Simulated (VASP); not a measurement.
# Te (P3_221) in VASP: a series of runs, part 2 of 2

VASP 6.6.1. The steps go on from the part before.

## 4. Relaxation of cell and atoms, PBE+D3(BJ), target pressure 2 GPa, at which the enthalpy is minimised

This run uses another cell than the first one, of 31.50 Å³/atom.

INCAR reads:

```
ALGO     = Normal         # electronic algorithm
EDIFF    = 1E-6           # SCF threshold, eV
EDIFFG   = -0.008         # ionic threshold
ENCUT    = 600            # plane-wave cutoff, eV
GGA      = PE             # functional
IBRION   = 2              # ionic algorithm
ISIF     = 3              # what is computed and relaxed
ISMEAR   = 0              # smearing method
IVDW     = 12             # dispersion correction
LASPH    = True           # aspherical terms in the spheres
LCHARG   = False          # write CHGCAR
LREAL    = False          # projectors in reciprocal space
LWAVE    = False          # write WAVECAR
NELM     = 100            # most SCF steps
NSW      = 70             # ionic steps
PREC     = Accurate       # precision mode
PSTRESS  = 20.0         
SIGMA    = 0.1            # smearing width, eV
```

KPOINTS reads:

```
k-points
0
Gamma
  12 12 8
```

POSCAR reads:

```
Te
1.0
    4.2904446093      0.0000000000      0.0000000000
   -2.1452223046      3.7156340252      0.0000000000
    0.0000000000      0.0000000000      5.9284856792
Te
3
Direct
    0.2846813417      0.0000000000      0.1666666667
    0.0000000000      0.2846813417      0.8333333333
    0.7153186583      0.7153186583      0.5000000000
```

Potentials or basis: VASP PAW PBE potentials, release 64 (Te).

Started as:

```bash
$ cat potpaw_PBE.64/Te/POTCAR > POTCAR
$ mpirun -np 1 vasp_std > vasp.out
```

OUTCAR:

```text
EDIFF = 1E-6
   EDIFFG = -0.008
   ENCUT = 600
   GGA = PE
   IBRION = 2
   ISIF = 3
   ISMEAR = 0
   IVDW = 12
   LASPH = True
   LREAL = False
   NELM = 100
   NSW = 70
   PREC = Accurate
   PSTRESS = 20.0
 IVDW          = 12

 ion  position               nearest neighbor table
   1  0.285  0.000  0.167-   3 2.89   2 2.89   3 3.33   3 3.33   2 3.33   2 3.33
   2  0.000  0.285  0.833-   3 2.89   1 2.89   3 3.33   3 3.33   1 3.33   1 3.33
   3  0.715  0.715  0.500-   2 2.89   1 2.89   2 3.33   1 3.33   1 3.33   2 3.33

  LATTYP: Found a hexagonal cell.
 ALAT       =     4.2904446093
 C/A-ratio  =     1.3817881873

  Lattice vectors:

 A1 = (   4.2904446093,   0.0000000000,   0.0000000000)
 A2 = (  -2.1452223046,   3.7156340252,   0.0000000000)
 A3 = (   0.0000000000,   0.0000000000,   5.9284856792)

Analysis of symmetry for initial positions (statically):
=====================================================================
 Subroutine PRICEL returns:
 Original cell was already a primitive cell.

 Routine SETGRP: Setting up the symmetry group for a
 hexagonal supercell.

 Subroutine GETGRP returns: Found  6 space group operations
 (whereof  2 operations were pure point group operations)
 out of a pool of 24 trial point group operations.

The static configuration has the point symmetry C_2 .
 The point group associated with its full space group is D_3 .

Analysis of symmetry for dynamics (positions and initial velocities):
=====================================================================
 Subroutine PRICEL returns:
 Original cell was already a primitive cell.

 Routine SETGRP: Setting up the symmetry group for a
 hexagonal supercell.

 Subroutine GETGRP returns: Found  6 space group operations
 (whereof  2 operations were pure point group operations)
 out of a pool of 24 trial point group operations.

The dynamic configuration has the point symmetry C_2 .
 The point group associated with its full space group is D_3 .

 Subroutine INISYM returns: Found  6 space group operations
 (whereof  2 operations are pure point group operations),
 and found     1 'primitive' translations

----------------------------------------------------------------------------------------

                                     Primitive cell

  volume of cell :      94.5103

  direct lattice vectors                    reciprocal lattice vectors
     4.290444609  0.000000000  0.000000000     0.233076077  0.134566536  0.000000000
    -2.145222305  3.715634025  0.000000000     0.000000000  0.269133072  0.000000000
     0.000000000  0.000000000  5.928485679     0.000000000  0.000000000  0.168677138

  length of vectors
     4.290444609  4.290444609  5.928485679     0.269133072  0.269133072  0.168677138

  position of ions in fractional coordinates (direct lattice)
     0.284681342  0.000000000  0.166666667
     0.000000000  0.284681342  0.833333333
     0.715318658  0.715318658  0.500000000

  ion indices of the primitive-cell ions
   primitive index   ion index
                 1           1
                 2           2
                 3           3

----------------------------------------------------------------------------------------

 KPOINTS: k-points

Automatic generation of k-mesh.
 Grid dimensions read from file:
 generate k-points for:   12   12    8

 Generating k-lattice:

  Cartesian coordinates                     Fractional coordinates (reciprocal lattice)
     0.019423006  0.011213878  0.000000000     0.083333333 -0.000000000  0.000000000
     0.000000000  0.022427756  0.000000000     0.000000000  0.083333333  0.000000000
     0.000000000  0.000000000  0.021084642     0.000000000  0.000000000  0.125000000

  Length of vectors
[... 38 lines left out ...]
   number of dos      NEDOS =    301   number of ions     NIONS =      3
   total plane-waves  NPLWV =  62208
   dimension x,y,z NGX =    36 NGY =   36 NGZ =   48
   dimension x,y,z NGXF=    72 NGYF=   72 NGZF=   96
   ions per type =               3
   NGX,Y,Z   is equivalent  to a cutoff of  13.95, 13.95, 13.46 a.u.
   NGXF,Y,Z  is equivalent  to a cutoff of  27.90, 27.90, 26.92 a.u.
 SYSTEM =  unknown system
   PREC   = accura    normal or accurate (medium, high low for compatibility)
   ISTART =      0    job   : 0-new  1-cont  2-samecut
   ICHARG =      2    charge: 1-file 2-atom 10-const
   ISPIN  =      1    spin polarized calculation?
   LNONCOLLINEAR =      F non collinear calculations
   LSORBIT =      F    spin-orbit coupling
   LASPH  =      T    aspherical Exc in radial PAW
   ENCUT  =  600.0 eV  44.10 Ry    6.64 a.u.   8.57  8.57 11.84*2*pi/ulx,y,z
   NELM   =    100;   NELMIN=  2; NELMDL= -5     # of ELM steps
   EDIFF  = 0.1E-05   stopping-criterion for ELM
   LREAL  =      F    real-space projection
   EDIFFG = -.8E-02   stopping-criterion for IOM
   NSW    =     70    number of steps for IOM
   IBRION =      2    ionic relax: 0-MD 1-quasi-New 2-CG
   NFREE  =      1    steps in history (QN), initial steepest desc. (CG)
   ISIF   =      3    stress and relaxation
   ISYM   =      2    0-nonsym 1-usesym 2-fastsym
   POTIM  = 0.5000    time-step for ionic-motion
   TEBEG  =    0.0;   TEEND  =   0.0 temperature during run
   PSTRESS=   20.0 pullay stress
   NELECT =      18.0000    total number of electrons
   NUPDOWN=      -1.0000    fix difference up-down
   EMIN   =  10.00;   EMAX   =-10.00  energy-range for DOS
   EFERMI =   0.00;   METHOD = LEGACY
   ISMEAR =     0;   SIGMA  =   0.10  broadening in eV -4-tet -1-fermi 0-gaus
   EFERMI_NEDOS =   21; number of points for ismear=-14 and -15
   IALGO  =     38    algorithm
   IMIX   =      4    mixing-type and parameters
     AMIX     =   0.40;   BMIX     =  1.00
     AMIX_MAG =   1.60;   BMIX_MAG =  1.00
  volume/ion in A,a.u.               =      31.50       212.60
  Fermi-wavevector in a.u.,A,eV,Ry     =   0.941903  1.779938 12.070824  0.887181
  Thomas-Fermi vector in A             =   2.069459
   LORBIT       =      0    0 simple, 1 ext, 2 COOP (PROOUT), +10 PAW based schemes
   GGA     = PE    functional components
   LHFCALC =     F    Hartree Fock is set to
   AEXX    =    0.0000 exact exchange contribution
   IVDW    =    12    specifies the selected vdW correction
   LEPSILON=     F    determine dielectric tensor
   LRPA    =     F    only Hartree local field effects (RPA)
 conjugate gradient relaxation of ions
 non-spin polarized calculation
 Gauss-broadening in eV      SIGMA  =   0.10
  energy-cutoff  :      600.00
  volume of cell :       94.51
 maximum number of plane-waves:      3192
 NGX is ok and might be reduce to    36
   NGX = 17   NGY = 17   NGZ = 23

--------------------------------------- Ionic step        1  -------------------------------------------

 number of electron      17.9999999 magnetization

 Free energy of the ion-electron system (eV)
  ---------------------------------------------------
  ext. energy  EPLUGINS =         0.00000000
  ---------------------------------------------------
  free energy    TOTEN  =        -9.34309897 eV

  energy without entropy =       -9.34282815  energy(sigma->0) =       -9.34296356

------------------------ aborting loop because EDIFF is reached ----------------------------------------

 Edisp (eV)   -1.39719

 E8    (eV) :    -0.6419
[... 116 lines left out ...]
  energy  without entropy=      -10.7222838394  energy(sigma->0) =      -10.72242112

  enthalpy is  TOTEN    =        -9.5670560068 eV   P V=        1.1555023955

[... ionic steps 4 to 10 ...]

--------------------------------------- Ionic step       11  -------------------------------------------

 number of electron      17.9999999 magnetization

------------------------ aborting loop because EDIFF is reached ----------------------------------------
[... 81 lines left out ...]
--------------------------------------- Ionic step       13  -------------------------------------------

 number of electron      17.9999999 magnetization

 Free energy of the ion-electron system (eV)
  ---------------------------------------------------
  ext. energy  EPLUGINS =         0.00000000
  ---------------------------------------------------
  free energy    TOTEN  =        -9.27492728 eV

  energy without entropy =       -9.27458685  energy(sigma->0) =       -9.27475707

 E-fermi :   7.3678     XC(G=0):  -9.5874

 val. band max:        7.3631114140   @ k =   0.3333   0.3333   0.5000
 cond. band min:       7.4698361996   @ k =   0.5000   0.0000   0.5000
 fundamental gap:      0.1067247856
 Fermi energy:         7.3677913267

 k-point     1 :       0.0000    0.0000    0.0000
  band No.  band energies     occupation
      1      -6.8539      2.00000
      2      -3.3440      2.00000
      3      -3.3440      2.00000
      4       4.5165      2.00000
      5       4.8849      2.00000
      6       4.8849      2.00000
      7       5.5366      2.00000
      8       5.5366      2.00000
      9       6.0462      2.00000
     10       8.4232      0.00000
     11       8.4232      0.00000
     12       9.2114      0.00000
     13      12.1190      0.00000
[... 354 lines left out ...]
  band No.  band energies     occupation
      1      -6.5523      2.00000
      2      -3.9736      2.00000
      3      -2.6360      2.00000
      4       2.9783      2.00000
      5       4.0920      2.00000
      6       4.2337      2.00000
      7       5.7901      2.00000
      8       5.8627      2.00000
      9       6.1578      2.00000
     10       8.5479      0.00000
     11       8.6658      0.00000
     12       9.1524      0.00000
     13      11.7584      0.00000

 [... further k-points ...]

------------------------ aborting loop because EDIFF is reached ----------------------------------------

 Edisp (eV)   -1.44524

 E8    (eV) :    -0.6639
[... 30 lines left out ...]
  energy  without entropy=      -10.7198293061  energy(sigma->0) =      -10.71999952

  enthalpy is  TOTEN    =        -9.5780428930 eV   P V=        1.1421268472

 reached required accuracy - stopping structural energy minimisation
```

Wall time 5.2 min (1 thread of Intel Xeon 6975P-C (Granite Rapids), shared host); peak memory 0.38 GiB.

What came out:

| Property | Result |
| --- | --- |
| Free energy | -10.7202 eV |
| Relaxed volume | 30.50 Å³/atom |
| Relaxed cell | a = 4.207 Å, b = 4.207 Å, c = 5.968 Å, α = 90.00°, β = 90.00°, γ = 120.00° |
| Space group after relaxing (to 0.1 Å) | P3_221 (No. 154) |
| Energy change on relaxing (the run minimises the enthalpy) | +6.7 meV/atom |
| Ionic steps | 13 |
| Pressure after relaxing | 2.0 GPa |
| Largest force after relaxing | 0.008 eV/Å |
| Band gap on the k mesh | zero (filled and empty bands touch) |
| Dispersion energy per atom | -0.482 eV |

Forces in eV/Å, atoms in the order of the input:
```
Te   0.008  0.000  0.000
Te  -0.004  0.007  0.000
Te  -0.004 -0.007  0.000
```

The path:
```csv
step,energy change (eV),largest force (eV/Å),pressure (GPa),volume (Å³)
1,0.0000,0.0872,1.08,94.51
2,0.0246,0.1667,2.56,92.05
3,0.0177,0.1496,2.24,92.57
4,0.0173,0.1121,2.18,92.17
5,0.0236,0.0394,2.12,91.28
6,0.0179,0.0151,1.82,91.71
7,0.0186,0.0182,1.86,91.65
8,0.0192,0.0140,1.93,91.58
9,0.0198,0.0114,1.98,91.52
10,0.0200,0.0106,1.99,91.51
11,0.0200,0.0102,2.00,91.50
12,0.0200,0.0101,2.00,91.51
13,0.0201,0.0075,1.98,91.49
```

Final structure:
```cif
data_structure
_symmetry_space_group_name_H-M 'P 1'
_symmetry_Int_Tables_number 1
_cell_length_a 4.2074
_cell_length_b 4.2074
_cell_length_c 5.9681
_cell_angle_alpha 90.000
_cell_angle_beta 90.000
_cell_angle_gamma 120.000
_cell_volume 91.49
loop_
_atom_site_label
_atom_site_type_symbol
_atom_site_fract_x
_atom_site_fract_y
_atom_site_fract_z
_atom_site_occupancy
Te1 Te 0.29356 0.00000 0.16667 1
Te2 Te 0.00000 0.29356 0.83333 1
Te3 Te 0.70644 0.70644 0.50000 1
```

Levels at points of the mesh, in eV from the Fermi level:
```
           k point  band 5  band 6  band 7  band 8  band 9  band 10  band 11  band 12  band 13
(0.00, 0.00, 0.00)   -2.48   -2.48   -1.83   -1.83   -1.32     1.06     1.06     1.84     4.75
(0.50, 0.00, 0.00)   -4.89   -4.39   -4.09   -0.73   -0.65     0.43     0.46     2.18     3.87
(0.00, 0.00, 0.50)   -2.67   -2.67   -1.19   -0.73   -0.73     0.14     0.36     0.36     3.46
(0.50, 0.00, 0.50)   -3.74   -3.71   -2.97   -2.76   -0.43     0.10     2.13     2.79     4.05
```

Caveat: the cell is relaxed towards a set pressure, so the run minimises the enthalpy, not the energy; spin-orbit coupling is left out, which moves the levels of the heavy elements.

The gap in the log of VASP goes by the Fermi energy; the results here count the filled bands.